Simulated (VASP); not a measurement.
Here is a VASP 6.6.1 calculation.

The input INCAR:

```
SYSTEM = Be
PREC = Accurate
ENCUT = 520
EDIFF = 1E-6
ISMEAR = 0
SIGMA = 0.05
LREAL = .FALSE.
LASPH = .TRUE.
NELM = 120
ALGO = Normal
ISIF = 2
LWAVE = .FALSE.
LCHARG = .FALSE.
GGA = PS
NBANDS = 34
GGA_COMPAT = .FALSE.
NELMDL = -8
```

Contents of KPOINTS:

```
Automatic mesh
0
G
  5 4 1
  0 0 0
```

The input POSCAR:

```
Be
1.0
    4.5800000000      0.0000000000      0.0000000000
    3.4350000000      5.9495950000      0.0000000000
    0.0000000000      0.0000000000     15.5884300000
Be
19
Direct
    0.0000000000      0.0000000000      0.0641501421
    0.5000000000      0.0000000000      0.0641501421
    0.0000000420      0.3333332773      0.0641501421
    0.5000000420      0.3333332773      0.0641501421
    0.0000000840      0.6666665546      0.0641501421
    0.5000000840      0.6666665546      0.0641501421
   -0.1668790030      0.2223332849      0.1801695873
    0.3330810717      0.2224590077      0.1802024322
   -0.1644691141      0.5546743938      0.1788887656
    0.3332760500      0.5548083525      0.1788563056
   -0.1669690568      0.8892059039      0.1800190269
    0.3316751839      0.8906560867      0.1789056371
    0.0001808139      0.0006005451      0.2955837759
    0.4991509480      0.0000470620      0.2961022374
   -0.0015468744      0.3345259635      0.2959593750
    0.5001289089      0.3346126921      0.2964548065
    0.0001734887      0.6673017239      0.2955129542
    0.5009132378      0.6670245622      0.2889382061
    0.4709780191     -0.3473858305      0.4120138462
```

Potentials or basis: VASP PAW PBE potentials, release 64 (Be).

Run with:

```console
$ cat potpaw_PBE.64/Be/POTCAR > POTCAR
$ mpirun -np 1 vasp_std > vasp.out
```

Question: Predict the band gap on the k mesh.

Answer: Zero (bands 19 and 20 overlap by 0.63 eV).

Question: Predict the largest force.

Answer: 0.874 eV/Å.

Forces on the atoms (eV/Å):
```
Be   0.004  0.079 -0.003
Be  -0.003  0.092 -0.065
Be  -0.012 -0.098  0.029
Be   0.025 -0.100 -0.078
Be   0.046  0.014 -0.007
Be  -0.019  0.020  0.015
Be   0.029 -0.022  0.049
Be  -0.041  0.036  0.027
Be  -0.013 -0.055 -0.025
Be   0.018 -0.056  0.001
Be   0.019  0.026  0.106
Be  -0.031  0.031 -0.007
Be   0.049 -0.073  0.248
Be  -0.034 -0.010  0.227
Be  -0.131  0.011  0.262
Be   0.101  0.011  0.323
Be   0.056  0.033  0.457
Be   0.105  0.144 -0.705
Be  -0.166 -0.082 -0.854
```

Caveat: there is no dipole correction, which matters where the two faces differ; the PAW data sets were made with another functional, which shifts forces and pressure a little.
